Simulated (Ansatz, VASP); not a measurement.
## One calculation of GaN, two programs

```
Ga N
1.0
     2.98064    0.00000    0.00000
    -1.49032    2.58131    0.00000
     0.00000    0.00000    2.68337
Ga N
1 1
Direct
  0.66667 0.33333 0.50000
  0.00000 0.00000 0.00000
```

Alike in both runs: functional PBE-based screened hybrid with a share of 0.25 of exact exchange and HFSCREEN = 0.3; k mesh 5 × 5 × 5; occupations fermi-dirac, width 0.05 eV; no spin polarisation.

```csv
,VASP,Ansatz
version,VASP 6.6.1,Ansatz 0.2.0
potentials or method,"VASP PAW PBE potentials, release 64 (Ga_d, N)",Ansatz PAW
plane-wave cutoff (eV),520,420
valence electrons in the cell,18,18
task,single point,band structure
```

|  | VASP | Ansatz | Ansatz less VASP |
| --- | --- | --- | --- |
| pressure (GPa) | -8.4 | -9.3 | -0.91 |
| traceless stress, the component that is largest in VASP (GPa) | 0.16 | 0.06 | -0.104 |

VASP's potentials were made for PBE, not for PBE-based screened hybrid. With one functional, cell and mesh, what is left measures potentials, basis and numerics.

The k mesh is coarse, so the values compare programs but aren't converged.
